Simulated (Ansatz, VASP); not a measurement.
# One calculation of HgTe, two programs

The input INCAR:

```
PREC = Accurate
ENCUT = 500
EDIFF = 1E-6
ISMEAR = -4
SIGMA = 0.1
LREAL = False
LASPH = True
NELM = 120
ALGO = Normal
ISIF = 2
LWAVE = False
LCHARG = False
GGA = PE
NBANDS = 16
GGA_COMPAT = False
```

Contents of KPOINTS:

```
Automatic mesh
0
Gamma
  6 6 6
```

Contents of POSCAR:

```
HgTe
1.0
    0.0000000000      3.2234988908      3.2234988908
    3.2234988908      0.0000000000      3.2234988908
    3.2234988908      3.2234988908      0.0000000000
Hg Te
1 1
Direct
    0.0000000000      0.0000000000      0.0000000000
    0.2500000000      0.2500000000      0.2500000000
```

Input for Ansatz:

```yaml
crystal:
  lattice:
    - [0.0, 3.2234988908, 3.2234988908]
    - [3.2234988908, 0.0, 3.2234988908]
    - [3.2234988908, 3.2234988908, 0.0]
  atoms:
    - { symbol: Hg, position: [0.0, 0.0, 0.0] }
    - { symbol: Te, position: [0.25, 0.25, 0.25] }
basis:
  ecutwfc: 420
  ecutrho_ratio: 4
kpoints:
  mp_grid: { grid: [6, 6, 6] }
hamiltonian:
  xc: pbe
scf:
  occupations: { method: tetrahedron_uncorrected }
output:
  forces: true
  stress: true
  write_density: true
  write_potential: true
  elf: true
  volumetric_format: npy
```

Alike in both runs: task single point; functional PBE; k mesh 6 × 6 × 6; no spin polarisation.

|  | VASP | Ansatz |
| --- | --- | --- |
| version | VASP 6.6.1 | Ansatz 0.2.0 |
| potentials or method | VASP PAW PBE potentials, release 64 (Hg, Te), cutoff 500 eV | scalar-relativistic, plane waves, PAW |
| occupations | tetrahedron | tetrahedron-uncorrected |
| valence electrons in the cell | 18 | 36 |

```csv
,VASP,Ansatz,Ansatz less VASP
gap on the k mesh at the Fermi level (eV),none,none,-
pressure (GPa),4.2,4.1,-0.08
```

A gap of «none» marks a metal or a gap that the smearing closes. VASP's potentials hold 18 valence electrons a cell and Ansatz's 36, so a difference there can come from the potentials and not from the codes. Ansatz's warnings: band table not solved further.

Neither program's run includes spin-orbit coupling.
